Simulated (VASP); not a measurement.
# Si8H5O3 in VASP: single point with PBE+D3(BJ)

Aim: the single point of Si8H5O3 with PBE+D3(BJ).

All numbers are computed with VASP 6.6.1; they aren't measurements. Logs are shortened: lines on timing, memory, paths and dates and some standing lists are left out, and cuts for length are marked.

## (1) The cell of the first run

The cell holds a slab with vacuum, 32 atoms: a = 7.667 Å, b = 7.667 Å, c = 26.334 Å, α = 90.00°, β = 90.00°, γ = 120.00°.

## (2) Single point, PBE+D3(BJ)

The input, INCAR:

```
PREC = Accurate
ENCUT = 520
EDIFF = 1E-7
ISMEAR = 0
SIGMA = 0.05
LREAL = Auto
LASPH = T
NELM = 60
ALGO = Normal
ISIF = 2
LWAVE = F
LCHARG = F
LDIPOL = T
IDIPOL = 3
DIPOL = 0.5 0.5 0.477
GGA = PE
IVDW = 12
NBANDS = 77
```

The input, KPOINTS:

```
regular mesh
0
Gamma
  3 3 1
```

The input, POSCAR:

```
Si8H5O3
1.0
    7.6671877233      0.0000000000      0.0000000000
   -3.8335938617      6.6399793440      0.0000000000
    0.0000000000      0.0000000000     26.3340384587
Si H O
16 10 6
Direct
    0.6666666667      0.3333333333      0.3584714139
    0.6666666667      0.8333333333      0.3584714139
    0.1666666667      0.3333333333      0.3584714139
    0.1666666667      0.8333333333      0.3584714139
    0.5000000000      0.5000000000      0.3881869120
    0.5000000000      0.0000000000      0.3881869120
    0.0000000000      0.5000000000      0.3881869120
    0.0000000000      0.0000000000      0.3881869120
    0.0025430686      0.4960339519      0.4751602262
   -0.0008303747     -0.0056329128      0.4781769897
    0.5033690346      0.4995804674      0.4784237488
    0.5005809626      0.0000616455      0.4773449720
    0.8395502718      0.6585418671      0.5076552243
    0.8355452533      0.1662523595      0.5061204483
    0.3322632889      0.6651680352      0.5059232697
    0.3331317417      0.1647701336      0.5075691304
    0.6653514983      0.3336342776      0.3014211010
    0.6661719087      0.8331931186      0.3014090201
    0.1688667030      0.3309264631      0.3014234071
    0.1665171389      0.8342554485      0.3014209472
    0.7877964797      0.6701517015      0.5933621087
    0.8254364426      0.2902965243      0.5831653888
    0.2181082020      0.6896900398      0.5838641204
    0.2669371321      0.1974940118      0.5905943345
    0.7694383950      1.0003657577      0.6217411531
    0.5101324854      0.6933849837      0.6108642527
    0.8669652325      0.6325653748      0.5696793733
    0.8481302610      0.1835010798      0.5704678930
    0.3157147861      0.6552501916      0.5703894939
    0.3437607961      0.1517277417      0.5710085466
    0.7180182904      0.9084957398      0.6513571999
    0.6349720922      0.7116777753      0.6273711835
```

Potentials or basis: VASP PAW PBE potentials, release 64 (Si, H, O).

Run with:

```
$ cat potpaw_PBE.64/Si/POTCAR potpaw_PBE.64/H/POTCAR potpaw_PBE.64/O/POTCAR > POTCAR
$ mpirun -np 1 vasp_std > vasp.out
```

OUTCAR:

```text
PREC = Accurate
   ENCUT = 520
   EDIFF = 1E-7
   ISMEAR = 0
   LREAL = Auto
   LASPH = T
   NELM = 60
   ISIF = 2
   GGA = PE
   IVDW = 12
 IVDW          = 12

 ion  position               nearest neighbor table
   1  0.667  0.333  0.358-  17 1.50   7 2.35   6 2.35   5 2.35
   2  0.667  0.833  0.358-  18 1.50   8 2.35   5 2.35   6 2.35
   3  0.167  0.333  0.358-  19 1.50   5 2.35   8 2.35   7 2.35
   4  0.167  0.833  0.358-  20 1.50   6 2.35   7 2.35   8 2.35
   5  0.500  0.500  0.388-   3 2.35   2 2.35   1 2.35  11 2.38
   6  0.500  0.000  0.388-   4 2.35   1 2.35   2 2.35  12 2.35
[... 8 lines left out ...]
  15  0.332  0.665  0.506-  29 1.70   9 2.33  12 2.35  11 2.35
  16  0.333  0.165  0.508-  30 1.68  12 2.34  10 2.35  11 2.35
  17  0.665  0.334  0.301-   1 1.50
  18  0.666  0.833  0.301-   2 1.50
  19  0.169  0.331  0.301-   3 1.50
  20  0.167  0.834  0.301-   4 1.50
  21  0.788  0.670  0.593-  27 1.01
  22  0.825  0.290  0.583-  28 0.98
  23  0.218  0.690  0.584-  29 0.98
  24  0.267  0.197  0.591-  30 0.97
  25  0.769  0.000  0.622-  31 0.99
  26  0.510  0.693  0.611-  32 1.00
  27  0.867  0.633  0.570-  21 1.01  13 1.67
  28  0.848  0.184  0.570-  22 0.98  14 1.70
  29  0.316  0.655  0.570-  23 0.98  15 1.70
  30  0.344  0.152  0.571-  24 0.97  16 1.68
  31  0.718  0.908  0.651-  25 0.99  32 1.46
  32  0.635  0.712  0.627-  26 1.00  31 1.46

  LATTYP: Found a hexagonal cell.
 ALAT       =     7.6671877233
 C/A-ratio  =     3.4346411499

  Lattice vectors:

 A1 = (   7.6671877233,   0.0000000000,   0.0000000000)
 A2 = (  -3.8335938617,   6.6399793440,   0.0000000000)
 A3 = (   0.0000000000,   0.0000000000,  26.3340384587)

Analysis of symmetry for initial positions (statically):
=====================================================================
 Subroutine PRICEL returns:
 Original cell was already a primitive cell.

 Routine SETGRP: Setting up the symmetry group for a
 hexagonal supercell.

 Subroutine GETGRP returns: Found  1 space group operations
 (whereof  1 operations were pure point group operations)
 out of a pool of 24 trial point group operations.

The static configuration has the point symmetry C_1 .

Analysis of symmetry for dynamics (positions and initial velocities):
=====================================================================
 Subroutine PRICEL returns:
 Original cell was already a primitive cell.

 Routine SETGRP: Setting up the symmetry group for a
 hexagonal supercell.

 Subroutine GETGRP returns: Found  1 space group operations
 (whereof  1 operations were pure point group operations)
 out of a pool of 24 trial point group operations.

The dynamic configuration has the point symmetry C_1 .

 Subroutine INISYM returns: Found  1 space group operations
 (whereof  1 operations are pure point group operations),
 and found     1 'primitive' translations

----------------------------------------------------------------------------------------

                                     Primitive cell

  volume of cell :    1340.6651

  direct lattice vectors                    reciprocal lattice vectors
     7.667187723  0.000000000  0.000000000     0.130425918  0.075301439  0.000000000
    -3.833593862  6.639979344  0.000000000     0.000000000  0.150602878  0.000000000
     0.000000000  0.000000000 26.334038459     0.000000000  0.000000000  0.037973667

  length of vectors
     7.667187723  7.667187723 26.334038459     0.150602878  0.150602878  0.037973667

  position of ions in fractional coordinates (direct lattice)
     0.666666667  0.333333333  0.358471414
     0.666666667  0.833333333  0.358471414
     0.166666667  0.333333333  0.358471414
     0.166666667  0.833333333  0.358471414
     0.500000000  0.500000000  0.388186912
     0.500000000  0.000000000  0.388186912
[... 24 lines left out ...]
     0.718018290  0.908495740  0.651357200
     0.634972092  0.711677775  0.627371184

  ion indices of the primitive-cell ions
   primitive index   ion index
                 1           1
                 2           2
                 3           3
                 4           4
                 5           5
                 6           6
[... 24 lines left out ...]
                31          31
                32          32

----------------------------------------------------------------------------------------

 KPOINTS: regular mesh

Automatic generation of k-mesh.
 Grid dimensions read from file:
 generate k-points for:    3    3    1

 Generating k-lattice:

  Cartesian coordinates                     Fractional coordinates (reciprocal lattice)
     0.043475306  0.025100480  0.000000000     0.333333333  0.000000000  0.000000000
     0.000000000  0.050200959  0.000000000     0.000000000  0.333333333  0.000000000
     0.000000000  0.000000000  0.037973667     0.000000000  0.000000000  1.000000000

  Length of vectors
     0.050200959  0.050200959  0.037973667

  Shift w.r.t. Gamma in fractional coordinates (k-lattice)
     0.000000000  0.000000000  0.000000000

 Subroutine IBZKPT returns following result:
 ===========================================

 Found      5 irreducible k-points:

 Following reciprocal coordinates:
            Coordinates               Weight
  0.000000  0.000000  0.000000      1.000000
  0.333333 -0.000000  0.000000      2.000000
  0.000000  0.333333  0.000000      2.000000
 -0.333333  0.333333  0.000000      2.000000
  0.333333  0.333333  0.000000      2.000000
   k-points           NKPTS =      5   k-points in BZ     NKDIM =      5   number of bands    NBANDS=     77
   number of dos      NEDOS =    301   number of ions     NIONS =     32
   total plane-waves  NPLWV = 705600
   dimension x,y,z NGX =    60 NGY =   60 NGZ =  196
   dimension x,y,z NGXF=   120 NGYF=  120 NGZF=  392
   ions per type =              16  10   6
   NGX,Y,Z   is equivalent  to a cutoff of  13.01, 13.01, 12.37 a.u.
   NGXF,Y,Z  is equivalent  to a cutoff of  26.02, 26.02, 24.75 a.u.
 SYSTEM =  unknown system
   PREC   = accura    normal or accurate (medium, high low for compatibility)
   ISTART =      0    job   : 0-new  1-cont  2-samecut
   ICHARG =      2    charge: 1-file 2-atom 10-const
   ISPIN  =      1    spin polarized calculation?
   LNONCOLLINEAR =      F non collinear calculations
   LSORBIT =      F    spin-orbit coupling
   LASPH  =      T    aspherical Exc in radial PAW
   ENCUT  =  520.0 eV  38.22 Ry    6.18 a.u.  14.26 14.26 48.96*2*pi/ulx,y,z
   NELM   =     60;   NELMIN=  2; NELMDL= -5     # of ELM steps
   EDIFF  = 0.1E-06   stopping-criterion for ELM
   LREAL  =      T    real-space projection
   EDIFFG = 0.1E-05   stopping-criterion for IOM
   NSW    =      0    number of steps for IOM
   IBRION =     -1    ionic relax: 0-MD 1-quasi-New 2-CG
   NFREE  =      0    steps in history (QN), initial steepest desc. (CG)
   ISIF   =      2    stress and relaxation
   ISYM   =      2    0-nonsym 1-usesym 2-fastsym
   POTIM  = 0.5000    time-step for ionic-motion
   TEBEG  =    0.0;   TEEND  =   0.0 temperature during run
   PSTRESS=    0.0 pullay stress
   NELECT =     110.0000    total number of electrons
   NUPDOWN=      -1.0000    fix difference up-down
   EMIN   =  10.00;   EMAX   =-10.00  energy-range for DOS
   EFERMI =   0.00;   METHOD = LEGACY
   ISMEAR =     0;   SIGMA  =   0.05  broadening in eV -4-tet -1-fermi 0-gaus
   EFERMI_NEDOS =   21; number of points for ismear=-14 and -15
   IALGO  =     38    algorithm
   IMIX   =      4    mixing-type and parameters
     AMIX     =   0.40;   BMIX     =  1.00
     AMIX_MAG =   1.60;   BMIX_MAG =  1.00
  volume/ion in A,a.u.               =      41.90       282.73
  Fermi-wavevector in a.u.,A,eV,Ry     =   0.711376  1.344305  6.885300  0.506055
  Thomas-Fermi vector in A             =   1.798471
   LORBIT       =      0    0 simple, 1 ext, 2 COOP (PROOUT), +10 PAW based schemes
   GGA     = PE    functional components
   LHFCALC =     F    Hartree Fock is set to
   AEXX    =    0.0000 exact exchange contribution
   IVDW    =    12    specifies the selected vdW correction
   LEPSILON=     F    determine dielectric tensor
   LRPA    =     F    only Hartree local field effects (RPA)
 non-spin polarized calculation
 Gauss-broadening in eV      SIGMA  =   0.05
  energy-cutoff  :      520.00
  volume of cell :     1340.67
 maximum number of plane-waves:     36115
 NGX is ok and might be reduce to    60
   NGX = 29   NGY = 29   NGZ = 97

 number of electron     110.0000009 magnetization

 dipolmoment           0.000000      0.000000      0.320850 electrons x Angstroem

 Free energy of the ion-electron system (eV)
  ---------------------------------------------------
  ext. energy  EPLUGINS =         0.00000000
  ---------------------------------------------------
  free energy    TOTEN  =      -163.74492209 eV

  energy without entropy =     -163.74492209  energy(sigma->0) =     -163.74492209

 E-fermi :  -1.7780     XC(G=0):  -3.4670

 val. band max:       -2.0762947488   @ k =   0.0000   0.0000   0.0000
 cond. band min:      -0.9534180347   @ k =   0.0000   0.0000   0.0000
 fundamental gap:      1.1228767141
 Fermi energy:        -1.7780373334

 k-point     1 :       0.0000    0.0000    0.0000
  band No.  band energies     occupation
      1     -25.0409      2.00000
      2     -22.9095      2.00000
      3     -22.8523      2.00000
      4     -22.5450      2.00000
      5     -22.1468      2.00000
      6     -19.2750      2.00000
[... 59 lines left out ...]
     66       0.1930      0.00000
     67       1.1184      0.00000

 k-point     2 :       0.3333   -0.0000    0.0000
  band No.  band energies     occupation
      1     -25.0407      2.00000
      2     -22.9146      2.00000
      3     -22.8467      2.00000
      4     -22.5455      2.00000
      5     -22.1475      2.00000
      6     -19.2741      2.00000
[... 199 lines left out ...]
     66       1.3029      0.00000
     67       1.3289      0.00000

 k-point     5 :       0.3333    0.3333    0.0000
  band No.  band energies     occupation
      1     -25.0405      2.00000
      2     -22.9144      2.00000
      3     -22.8479      2.00000
      4     -22.5463      2.00000
      5     -22.1457      2.00000
      6     -19.2750      2.00000
[... 59 lines left out ...]
     66       1.6487      0.00000
     67       1.6688      0.00000
 [bands above 67 left out]

------------------------ aborting loop because EDIFF is reached ----------------------------------------

 vacuum level on the upper side and lower side of the slab       (xc-potential included)         0.491        -0.625

 Edisp (eV)   -4.40314

 E8    (eV) :    -1.7687

  FORCE on cell =-STRESS in cart. coord.  units (eV):
  Direction    XX          YY          ZZ          XY          YZ          ZX
  --------------------------------------------------------------------------------------
  -------------------------------------------------------------------------------------
  Total       0.45879     0.85736    -0.37594     0.36167     0.14264    -0.13554
  in kB       0.54828     1.02459    -0.44928     0.43222     0.17046    -0.16198
  external pressure =        0.37 kB  Pullay stress =        0.00 kB

 VOLUME and BASIS-vectors are now :
 -----------------------------------------------------------------------------
  energy-cutoff  :      520.00
  volume of cell :     1340.67
      direct lattice vectors                 reciprocal lattice vectors
     7.667187723  0.000000000  0.000000000     0.130425918  0.075301439  0.000000000
    -3.833593862  6.639979344  0.000000000     0.000000000  0.150602878  0.000000000
     0.000000000  0.000000000 26.334038459     0.000000000  0.000000000  0.037973667

 POSITION                                       TOTAL-FORCE (eV/Angst)
 -----------------------------------------------------------------------------------
      3.83359      2.21333      9.44000         0.008537     -0.001703      0.149255
      1.91680      5.53332      9.44000         0.002029     -0.001028      0.143809
      0.00000      2.21333      9.44000        -0.012647      0.006966      0.144808
     -1.91680      5.53332      9.44000         0.001459     -0.006596      0.151128
      1.91680      3.31999     10.22253         0.001058      0.040334      0.106695
      3.83359      0.00000     10.22253        -0.001110      0.008602     -0.121417
[... 24 lines left out ...]
      2.02238      6.03239     17.15287        -0.011094      0.086984      0.151276
      2.14017      4.72553     16.52122         0.113533     -0.133863     -0.043482
 -----------------------------------------------------------------------------------
    total drift:                               -0.008548      0.009642     -0.026740

  FREE ENERGIE OF THE ION-ELECTRON SYSTEM (eV)
  ---------------------------------------------------
  free  energy   TOTEN  =      -168.1480597150 eV

  energy  without entropy=     -168.1480597150  energy(sigma->0) =     -168.14805972

 vacuum level on the upper side and lower side of the slab         3.606         2.467
```

Run time: 59 min. Hardware: 1 thread of Intel Xeon 8259CL, shared host; peak memory 1.4 GiB.

What came out:

| Item | Value |
| --- | --- |
| Free energy | -168.1481 eV |
| Largest force | 0.657 eV/Å |
| Band gap on the k mesh | 1.12 eV |
| Dispersion energy per atom | -0.138 eV |

Forces on the atoms (eV/Å):
```
Si   0.009 -0.002  0.149
Si   0.002 -0.001  0.144
Si  -0.013  0.007  0.145
Si   0.001 -0.007  0.151
Si   0.001  0.040  0.107
Si  -0.001  0.009 -0.121
Si   0.038 -0.023 -0.656
Si  -0.033 -0.032  0.060
Si  -0.001  0.001 -0.005
Si  -0.002  0.001 -0.002
Si  -0.003  0.000 -0.003
Si  -0.002  0.000 -0.006
Si   0.010 -0.003 -0.068
Si   0.010 -0.014 -0.050
Si   0.022 -0.003 -0.044
Si   0.014 -0.002 -0.056
H   -0.001  0.001  0.011
H    0.000  0.001  0.011
H   -0.002  0.001  0.012
H    0.000  0.001  0.011
H   -0.046  0.004  0.082
H   -0.051  0.069  0.059
H   -0.081  0.015  0.062
H   -0.063  0.025  0.086
H    0.007  0.084 -0.084
H   -0.104 -0.033 -0.054
O    0.034 -0.010 -0.008
O    0.034 -0.058 -0.005
O    0.069 -0.007 -0.006
O    0.049 -0.018 -0.031
O   -0.011  0.087  0.151
O    0.114 -0.134 -0.043
```
